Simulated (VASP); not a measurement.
# BN (Imm2) in VASP: further runs

The runs below take BN through single point, with LDA.

Program: VASP 6.6.1. These are calculated values, not measurements. Logs are shortened: lines on timing, memory, paths and dates and some standing lists are left out, and cuts for length are marked.

## (1) The cell of the first run

The structure is orthorhombic, space group Imm2 (No. 44). Conventional cell: a = 2.513 Å, b = 2.615 Å, c = 3.626 Å, α = 90.00°, β = 90.00°, γ = 90.00°. Within 2.1 Å of B (site symmetry mm2) lie 4 N at 1.55 to 1.59 Å. Within 2.1 Å of N (site symmetry mm2) lie 4 B at 1.55 to 1.59 Å.

## (2) Single point, LDA (strain -0.0400 x Voigt [0, 0, 0, 0, 1, 0])

Input file INCAR:

```
PREC     = Accurate       # precision mode
ENCUT    = 520            # plane-wave cutoff, eV
EDIFF    = 1E-7           # SCF threshold, eV
ISMEAR   = 0              # smearing method
SIGMA    = 0.05           # smearing width, eV
LREAL    = False          # projectors in reciprocal space
LASPH    = True           # aspherical terms in the spheres
NELM     = 80             # most SCF steps
ALGO     = Normal         # electronic algorithm
ISIF     = 2              # what is computed and relaxed
LWAVE    = False          # write WAVECAR
LCHARG   = False          # write CHGCAR
NBANDS   = 11             # bands
```

Input file KPOINTS:

```
regular mesh
0
Gamma
  12 12 12
```

Input file POSCAR:

```
BN
1.0
   -0.0362600200      1.8130010000      1.8130010000
    1.7767409800      0.0000000000      1.7767409800
    1.8130010000      1.8130010000     -0.0362600200
B N
1 1
Direct
    0.0000000000      0.0000000000      0.0000000000
    0.7500000000      0.7500000000      0.7500000000
```

Potentials or basis: VASP PAW LDA potentials, release 64 (B, N).

Started as:

```bash
> cat potpaw_LDA.64/B/POTCAR potpaw_LDA.64/N/POTCAR > POTCAR
> mpirun -np 1 vasp_std > vasp.out
```

OUTCAR:

```text
PREC = Accurate
   ENCUT = 520
   EDIFF = 1E-7
   ISMEAR = 0
   LREAL = False
   LASPH = True
   NELM = 80
   ISIF = 2

 ion  position               nearest neighbor table
   1  0.000  0.000  0.000-   2 1.55   2 1.55   2 1.59   2 1.59
   2  0.750  0.750  0.750-   1 1.55   1 1.55   1 1.59   1 1.59

  LATTYP: Found a body centered orthorhombic cell.
 ALAT       =     2.5126911907
 B/A-ratio  =     1.0408163265
 C/A-ratio  =     1.4430750636

  Lattice vectors:

 A1 = (   1.8130010000,  -1.8130010000,  -0.0362600200)
 A2 = (  -1.8130010000,  -1.8130010000,   0.0362600200)
 A3 = (   0.0362600200,   1.8130010000,  -1.8130010000)

Analysis of symmetry for initial positions (statically):
=====================================================================
 Subroutine PRICEL returns:
 Original cell was already a primitive cell.

 Routine SETGRP: Setting up the symmetry group for a
 body centered orthorhombic supercell.

 Subroutine GETGRP returns: Found  4 space group operations
 (whereof  4 operations were pure point group operations)
 out of a pool of  8 trial point group operations.

The static configuration has the point symmetry C_2v.

Analysis of symmetry for dynamics (positions and initial velocities):
=====================================================================
 Subroutine PRICEL returns:
 Original cell was already a primitive cell.

 Routine SETGRP: Setting up the symmetry group for a
 body centered orthorhombic supercell.

 Subroutine GETGRP returns: Found  4 space group operations
 (whereof  4 operations were pure point group operations)
 out of a pool of  8 trial point group operations.

The dynamic configuration has the point symmetry C_2v.

 Subroutine INISYM returns: Found  4 space group operations
 (whereof  4 operations are pure point group operations),
 and found     1 'primitive' translations

----------------------------------------------------------------------------------------

                                     Primitive cell

  volume of cell :      11.9138

  direct lattice vectors                    reciprocal lattice vectors
    -0.036260020  1.813001000  1.813001000    -0.270378273  0.275785838  0.270378273
     1.776740980  0.000000000  1.776740980     0.281414120 -0.275785838  0.281414120
     1.813001000  1.813001000 -0.036260020     0.270378273  0.275785838 -0.270378273

  length of vectors
     2.564226987  2.512691191  2.564226987     0.471451640  0.484195872  0.471451640

  position of ions in fractional coordinates (direct lattice)
     0.000000000  0.000000000  0.000000000
     0.750000000  0.750000000  0.750000000

  ion indices of the primitive-cell ions
   primitive index   ion index
                 1           1
                 2           2

----------------------------------------------------------------------------------------

 KPOINTS: regular mesh

Automatic generation of k-mesh.
 Grid dimensions read from file:
 generate k-points for:   12   12   12

 Generating k-lattice:

  Cartesian coordinates                     Fractional coordinates (reciprocal lattice)
    -0.022531523  0.022982153  0.022531523     0.083333333  0.000000000  0.000000000
     0.023451177 -0.022982153  0.023451177    -0.000000000  0.083333333 -0.000000000
     0.022531523  0.022982153 -0.022531523     0.000000000  0.000000000  0.083333333

  Length of vectors
     0.039287637  0.040349656  0.039287637

  Shift w.r.t. Gamma in fractional coordinates (k-lattice)
     0.000000000  0.000000000  0.000000000

 Subroutine IBZKPT returns following result:
 ===========================================

 Found    280 irreducible k-points:

 Following reciprocal coordinates:
            Coordinates               Weight
  0.000000  0.000000  0.000000      1.000000
  0.083333  0.000000  0.000000      4.000000
  0.166667  0.000000  0.000000      4.000000
  0.250000  0.000000  0.000000      4.000000
  0.333333  0.000000  0.000000      4.000000
  0.416667  0.000000  0.000000      4.000000
[... 16 lines left out ...]
  0.250000  0.166667  0.000000      8.000000
[... 40 lines left out ...]

 Free energy of the ion-electron system (eV)
  ---------------------------------------------------
  ext. energy  EPLUGINS =         0.00000000
  ---------------------------------------------------
  free energy    TOTEN  =       -19.37115508 eV

  energy without entropy =      -19.37115508  energy(sigma->0) =      -19.37115508

 E-fermi :   7.5720     XC(G=0): -13.0623

 val. band max:        7.3614366965   @ k =   0.0000   0.0000   0.0000
 cond. band min:      11.5194442766   @ k =   0.5000   0.0000   0.5000
 fundamental gap:      4.1580075802
 Fermi energy:         7.5720012092

 k-point     1 :       0.0000    0.0000    0.0000
  band No.  band energies     occupation
      1     -12.6948      2.00000
      2       7.2092      2.00000
      3       7.2611      2.00000
      4       7.3614      2.00000
      5      15.3985      0.00000
      6      15.6028      0.00000
      7      16.4688      0.00000
      8      17.9201      0.00000
      9      31.6035      0.00000
     10      34.9519      0.00000
     11      35.0011      0.00000

 k-point     2 :       0.0833    0.0000    0.0000
  band No.  band energies     occupation
      1     -12.5313      2.00000
      2       6.2713      2.00000
      3       7.0865      2.00000
      4       7.1922      2.00000
      5      15.6768      0.00000
      6      16.1002      0.00000
      7      16.7170      0.00000
      8      18.2436      0.00000
      9      31.3672      0.00000
     10      32.6419      0.00000
     11      33.0158      0.00000

 k-point     3 :       0.1667    0.0000    0.0000
  band No.  band energies     occupation
      1     -12.0470      2.00000
      2       4.1422      2.00000
      3       6.6952      2.00000
      4       6.7757      2.00000
      5      16.2206      0.00000
      6      16.9261      0.00000
      7      17.2968      0.00000
      8      19.2357      0.00000
      9      30.6776      0.00000
     10      31.2380      0.00000
     11      31.6041      0.00000
[... 267 lines left out ...]
 k-point    23 :       0.2500    0.1667    0.0000
  band No.  band energies     occupation
      1     -11.2361      2.00000
      2       3.4000      2.00000
      3       4.9723      2.00000
      4       5.3072      2.00000
      5      14.9182      0.00000
      6      18.8445      0.00000
      7      19.3269      0.00000
      8      19.8382      0.00000
      9      25.7463      0.00000
     10      33.4482      0.00000
     11      35.6376      0.00000

 k-point    24 :       0.3333    0.1667    0.0000
  band No.  band energies     occupation
      1     -10.3921      2.00000
      2       1.2129      2.00000
      3       4.5847      2.00000
      4       4.8199      2.00000
      5      15.3454      0.00000
      6      19.4630      0.00000
      7      19.8233      0.00000
      8      20.2968      0.00000
      9      26.3204      0.00000
     10      33.2285      0.00000
     11      35.2556      0.00000

 [... further k-points ...]

------------------------ aborting loop because EDIFF is reached ----------------------------------------

  FORCE on cell =-STRESS in cart. coord.  units (eV):
  Direction    XX          YY          ZZ          XY          YZ          ZX
  --------------------------------------------------------------------------------------
  -------------------------------------------------------------------------------------
  Total       -0.9220087     -0.9785170     -0.9220087      0.0000000      0.0000000      1.3018686
  in kB     -123.9924502   -131.5917299   -123.9924502      0.0000000      0.0000000    175.0762946
  external PRESSURE =    -126.5255434 kB  Pullay stress =       0.0000000 kB

 VOLUME and BASIS-vectors are now :
 -----------------------------------------------------------------------------
  energy-cutoff  :      520.00
  volume of cell :       11.91
      direct lattice vectors                 reciprocal lattice vectors
    -0.036260020  1.813001000  1.813001000    -0.270378273  0.275785838  0.270378273
     1.776740980  0.000000000  1.776740980     0.281414120 -0.275785838  0.281414120
     1.813001000  1.813001000 -0.036260020     0.270378273  0.275785838 -0.270378273

 POSITION                                       TOTAL-FORCE (eV/Angst)
 -----------------------------------------------------------------------------------
      0.00000      0.00000      0.00000         0.000000      0.044202      0.000000
      2.66511      2.71950      2.66511        -0.000000     -0.044202     -0.000000
 -----------------------------------------------------------------------------------
    total drift:                               -0.000000     -0.000178      0.000000

  FREE ENERGIE OF THE ION-ELECTRON SYSTEM (eV)
  ---------------------------------------------------
  free  energy   TOTEN  =       -19.3711550842 eV

  energy  without entropy=      -19.3711550842  energy(sigma->0) =      -19.37115508
```

It took 24 s on 1 thread of Intel Xeon Platinum 8375C at 2.90GHz (Ice Lake), shared host; peak memory 0.14 GiB.

What came out:

```yaml
Free_energy: -19.3712 eV
Pressure: -12.7 GPa
Largest_force: 0.044 eV/Å
Band_gap_on_the_k_mesh: 4.16 eV (least direct gap 8.04 eV)
```

Forces on the atoms (eV/Å):
```
B    0.000  0.044  0.000
N    0.000 -0.044  0.000
```

Caveat: the cell differs from its parent crystal (strain -0.0400 x Voigt [0, 0, 0, 0, 1, 0]); the cell stands under tension.

## (3) Single point, LDA (strain +0.0300 x Voigt [0, 0, 0, 0, 1, 0])

Input file INCAR:

```
PREC = Accurate
ENCUT = 520
EDIFF = 1E-7
ISMEAR = 0
SIGMA = 0.05
LREAL = False
LASPH = True
NELM = 100
ALGO = Normal
ISIF = 2
LWAVE = False
LCHARG = True
LELF = True
LVHAR = True
NBANDS = 11
```

Input file KPOINTS:

```
Automatic mesh
0
Gamma
  12 12 12
```

Input file POSCAR:

```
BN
1.0
    0.0271950150      1.8130010000      1.8130010000
    1.8401960150      0.0000000000      1.8401960150
    1.8130010000      1.8130010000      0.0271950150
B N
1 1
Direct
    0.0000000000      0.0000000000      0.0000000000
    0.7500000000      0.7500000000      0.7500000000
```

Potentials or basis: VASP PAW LDA potentials, release 64 (B, N).

Started as:

```bash
> cat potpaw_LDA.64/B/POTCAR potpaw_LDA.64/N/POTCAR > POTCAR
> mpirun -np 1 vasp_std > vasp.out
```

It took 31 s on 1 thread of Intel Xeon Platinum 8375C at 2.90GHz (Ice Lake), shared host; peak memory 0.14 GiB.

It converged, with:

| Item | Value |
| --- | --- |
| Free energy | -19.3824 eV |
| Pressure | -13.0 GPa |
| Largest force | 0.033 eV/Å |
| Band gap on the k mesh | 4.22 eV (least direct gap 8.19 eV) |

Forces on the atoms (eV/Å):
```
B    0.000 -0.033  0.000
N    0.000  0.033  0.000
```

Stress tensor (GPa, compression positive):
```
-12.82   0.00 -13.12
  0.00 -13.25   0.00
-13.12   0.00 -12.82
```

Levels at points of the mesh, in eV from the valence-band top:
| k point | band 1 | band 2 | band 3 | band 4 | band 5 | band 6 | band 7 | band 8 | band 9 |
| --- | --- | --- | --- | --- | --- | --- | --- | --- | --- |
| (0.00, 0.00, 0.00) | -20.03 | -0.11 | -0.07 | 0.00 | 8.19 | 8.39 | 8.99 | 10.44 | 24.26 |
| (0.50, 0.00, 0.00) | -15.66 | -10.65 | -2.13 | -2.08 | 9.69 | 10.13 | 10.64 | 14.90 | 22.79 |
| (0.00, 0.50, 0.00) | -15.92 | -10.73 | -1.89 | -1.86 | 10.04 | 10.60 | 10.79 | 14.82 | 22.93 |
| (0.50, 0.50, 0.00) | -14.42 | -8.89 | -4.94 | -4.94 | 4.27 | 9.04 | 17.41 | 17.48 | 20.40 |
| (0.50, 0.00, 0.50) | -14.43 | -8.89 | -5.21 | -4.66 | 4.22 | 9.11 | 17.46 | 17.55 | 20.28 |

Caveat: the cell differs from its parent crystal (strain +0.0300 x Voigt [0, 0, 0, 0, 1, 0]); the cell stands under tension. A k mesh can miss the band edges.

## (4) Single point, LDA (strain -0.0200 x Voigt [0, 0, 0, 0, 1, 0])

Input file INCAR:

```
SYSTEM = BN
PREC = Accurate ; ENCUT = 520
EDIFF = 1E-7 ; ISMEAR = 0
SIGMA = 0.05 ; LREAL = .False.
LASPH = .True. ; NELM = 60
ALGO = Normal ; ISIF = 2
LWAVE = .False. ; LCHARG = .False.
NBANDS = 11
```

Input file KPOINTS:

```
regular mesh
0
Gamma
  12 12 12
  0 0 0
```

Input file POSCAR:

```
BN
1.0
   -0.0181300100      1.8130010000      1.8130010000
    1.7948709900      0.0000000000      1.7948709900
    1.8130010000      1.8130010000     -0.0181300100
B N
1 1
Direct
    0.0000000000      0.0000000000      0.0000000000
    0.7500000000      0.7500000000      0.7500000000
```

Started as:

```bash
> cat potpaw_LDA.64/B/POTCAR potpaw_LDA.64/N/POTCAR > POTCAR
> mpirun -np 1 vasp_std > vasp.out
```

Wall time 22 s (1 thread of Intel Xeon Platinum 8375C at 2.90GHz (Ice Lake), shared host); peak memory 0.14 GiB.

Results (log left out):

| Property | Result |
| --- | --- |
| Free energy | -19.3904 eV |
| Pressure | -13.2 GPa |
| Largest force | 0.022 eV/Å |
| Band gap on the k mesh | 4.27 eV (least direct gap 8.34 eV) |

Forces on the atoms (eV/Å):
```
B    0.000  0.022  0.000
N    0.000 -0.022  0.000
```

Stress tensor (GPa, compression positive):
```
-13.13   0.00   8.74
  0.00 -13.32   0.00
  8.74   0.00 -13.13
```

Levels at points of the mesh, in eV from the valence-band top:
```tsv
k point	band 1	band 2	band 3	band 4	band 5	band 6	band 7	band 8
(0.00, 0.00, 0.00)	-20.01	-0.08	-0.04	0.00	8.34	8.51	8.87	10.35
(0.50, 0.00, 0.00)	-15.85	-10.70	-1.90	-1.88	10.11	10.52	10.70	14.86
(0.00, 0.50, 0.00)	-15.68	-10.64	-2.06	-2.03	9.83	10.26	10.59	14.91
(0.50, 0.50, 0.00)	-14.40	-8.87	-4.92	-4.92	4.29	9.06	17.48	17.51
(0.50, 0.00, 0.50)	-14.41	-8.87	-5.10	-4.74	4.27	9.09	17.50	17.55
```

Caveat: the cell differs from its parent crystal (strain -0.0200 x Voigt [0, 0, 0, 0, 1, 0]); the cell stands under tension.

## (5) Single point, LDA (strain +0.0100 x Voigt [0, 0, 0, 0, 1, 0])

Input file INCAR:

```
PREC     = Accurate       # precision mode
ENCUT    = 520            # plane-wave cutoff, eV
EDIFF    = 1E-7           # SCF threshold, eV
ISMEAR   = 0              # smearing method
SIGMA    = 0.05           # smearing width, eV
LREAL    = False          # projectors in reciprocal space
LASPH    = True           # aspherical terms in the spheres
NELM     = 60             # most SCF steps
ALGO     = Normal         # electronic algorithm
ISIF     = 2              # what is computed and relaxed
LWAVE    = False          # write WAVECAR
LCHARG   = False          # write CHGCAR
NBANDS   = 11             # bands
```

Input file KPOINTS:

```
Automatic mesh
0
Gamma
  12 12 12
```

Input file POSCAR:

```
BN
1.0
    0.0090650050      1.8130010000      1.8130010000
    1.8220660050      0.0000000000      1.8220660050
    1.8130010000      1.8130010000      0.0090650050
B N
1 1
Direct
    0.0000000000      0.0000000000      0.0000000000
    0.7500000000      0.7500000000      0.7500000000
```

Started as:

```bash
> cat potpaw_LDA.64/B/POTCAR potpaw_LDA.64/N/POTCAR > POTCAR
> mpirun -np 1 vasp_std > vasp.out
```

Wall time 22 s (1 thread of Intel Xeon Platinum 8375C at 2.90GHz (Ice Lake), shared host); peak memory 0.14 GiB.

Results (log left out):

| Item | Value |
| --- | --- |
| Free energy | -19.3952 eV |
| Pressure | -13.3 GPa |
| Largest force | 0.011 eV/Å |
| Band gap on the k mesh | 4.31 eV (least direct gap 8.49 eV) |

Forces in eV/Å, atoms in the order of the input:
```
B    0.000 -0.011  0.000
N    0.000  0.011  0.000
```

Stress tensor (GPa, compression positive):
```
-13.31   0.00  -4.37
  0.00 -13.36   0.00
 -4.37   0.00 -13.31
```

Levels at points of the mesh, in eV from the valence-band top:
```csv
k point,band 1,band 2,band 3,band 4,band 5,band 6,band 7,band 8
"(0.00, 0.00, 0.00)",-19.99,-0.04,-0.02,0.00,8.49,8.60,8.76,10.30
"(0.50, 0.00, 0.00)",-15.70,-10.64,-1.99,-1.98,9.97,10.39,10.55,14.92
"(0.00, 0.50, 0.00)",-15.79,-10.66,-1.92,-1.91,10.13,10.48,10.61,14.89
"(0.50, 0.50, 0.00)",-14.38,-8.85,-4.90,-4.90,4.31,9.07,17.53,17.54
"(0.50, 0.00, 0.50)",-14.38,-8.85,-4.99,-4.81,4.31,9.08,17.53,17.56
```

Caveat: the cell differs from its parent crystal (strain +0.0100 x Voigt [0, 0, 0, 0, 1, 0]); the cell stands under tension.

## (6) Single point, LDA (strain +0.0350 x Voigt [0, 0, 0, 0, 1, 0])

Input file INCAR:

```
ALGO = Normal
EDIFF = 1E-7
ENCUT = 520
GGA = CA
ISIF = 2
ISMEAR = 0
LASPH = T
LCHARG = F
LREAL = F
LWAVE = F
NBANDS = 11
NELM = 100
PREC = Accurate
SIGMA = 0.05
```

Input file KPOINTS:

```
k-points
0
Gamma
  12 12 12
```

Input file POSCAR:

```
BN
1.0
    0.0317275175      1.8130010000      1.8130010000
    1.8447285175      0.0000000000      1.8447285175
    1.8130010000      1.8130010000      0.0317275175
B N
1 1
Direct
    0.0000000000      0.0000000000      0.0000000000
    0.7500000000      0.7500000000      0.7500000000
```

Potentials or basis: VASP PAW LDA potentials, release 64 (B, N).

Started as:

```bash
> cat potpaw_LDA.64/B/POTCAR potpaw_LDA.64/N/POTCAR > POTCAR
> mpirun -np 1 vasp_std > vasp.out
```

It took 22 s on 1 thread of Intel Xeon Platinum 8375C at 2.90GHz (Ice Lake), shared host; peak memory 0.14 GiB.

It converged, with:

* Free energy: -19.3772 eV
* Pressure: -12.8 GPa
* Largest force: 0.038 eV/Å
* Band gap on the k mesh: 4.19 eV (least direct gap 8.11 eV)

Forces on the atoms (eV/Å):
```
B    0.000 -0.038  0.000
N    0.000  0.038  0.000
```

Stress tensor (GPa, compression positive):
```
-12.63   0.00 -15.31
  0.00 -13.21   0.00
-15.31   0.00 -12.63
```

Levels at points of the mesh, in eV from the valence-band top:
| k point | band 2 | band 3 | band 4 | band 5 | band 6 | band 7 |
| --- | --- | --- | --- | --- | --- | --- |
| (0.00, 0.00, 0.00) | -0.13 | -0.08 | 0.00 | 8.11 | 8.32 | 9.05 |
| (0.50, 0.00, 0.00) | -10.66 | -2.16 | -2.10 | 9.62 | 10.07 | 10.66 |
| (0.00, 0.50, 0.00) | -10.75 | -1.88 | -1.85 | 9.99 | 10.66 | 10.84 |
| (0.50, 0.50, 0.00) | -8.90 | -4.95 | -4.94 | 4.26 | 9.03 | 17.36 |
| (0.50, 0.00, 0.50) | -8.90 | -5.27 | -4.63 | 4.19 | 9.13 | 17.45 |

Caveat: the cell differs from its parent crystal (strain +0.0350 x Voigt [0, 0, 0, 0, 1, 0]); the cell stands under tension.

## (7) Overview

```csv
cell,gap on the mesh (eV),pressure (GPa),largest force (eV/Å)
"a = 2.564, b = 2.513 Å, angles 60.7, 61.3, 60.7°, 2 atoms",4.16,-12.7,0.04
"a = 2.564, b = 2.602 Å, angles 59.5, 59.0, 59.5°, 2 atoms",4.22,-13.0,0.03
"a = 2.564, b = 2.538 Å, angles 60.3, 60.7, 60.3°, 2 atoms",4.27,-13.2,0.02
"a = 2.564, b = 2.577 Å, angles 59.8, 59.7, 59.8°, 2 atoms",4.31,-13.3,0.01
"a = 2.564, b = 2.609 Å, angles 59.4, 58.8, 59.4°, 2 atoms",4.19,-12.8,0.04
```

Alike in all rows: task single point; level LDA; potentials or basis VASP PAW LDA potentials, release 64 (B, N); no spin polarisation; k mesh 12 × 12 × 12; cutoff (eV) 520; smearing gaussian 0.05 eV.

Caveats: the cell stands under tension.

Absolute energies hang on the potentials; compare differences alone.
